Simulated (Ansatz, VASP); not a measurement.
**One calculation of Al2O3, two programs**

```
CELL_PARAMETERS angstrom
2.38025 1.37424 4.37519
-2.38025 1.37424 4.37519
0.00000 -2.74848 4.37519
ATOMIC_POSITIONS crystal
Al 0.35179 0.35179 0.35179
Al 0.14821 0.14821 0.14821
Al 0.64821 0.64821 0.64821
Al 0.85179 0.85179 0.85179
O 0.55674 0.94326 0.25000
O 0.25000 0.55674 0.94326
O 0.94326 0.25000 0.55674
O 0.44326 0.05674 0.75000
O 0.75000 0.44326 0.05674
O 0.05674 0.75000 0.44326
```

Change from the starting cell: z stretched by +1 %, ions relaxed.

Alike in both runs: functional PBE; k mesh 8 × 8 × 8; occupations fermi-dirac, width 0.02 eV; no spin polarisation.

Ansatz relaxed the structure, and its values are those at the end. VASP's run is a single point on that final structure, the one shown.

|  | VASP | Ansatz |
| --- | --- | --- |
| version | VASP 6.6.1 | Ansatz 0.2.0 |
| potentials or method | VASP PAW PBE potentials, release 64 (Al, O) | plane-wave PAW, scalar-relativistic |
| plane-wave cutoff (eV) | 600 | 420 |
| valence electrons in the cell | 48 | 48 |

```tsv
	VASP	Ansatz	Ansatz less VASP
gap on the k mesh at the Fermi level (eV)	6.12	6.12	+0.001
pressure (GPa)	4.4	4.9	+0.49
rms of the force components (eV/Å)	0.005	0.005	-0.0005
```

Ansatz's warnings: stress scf threshold loose.
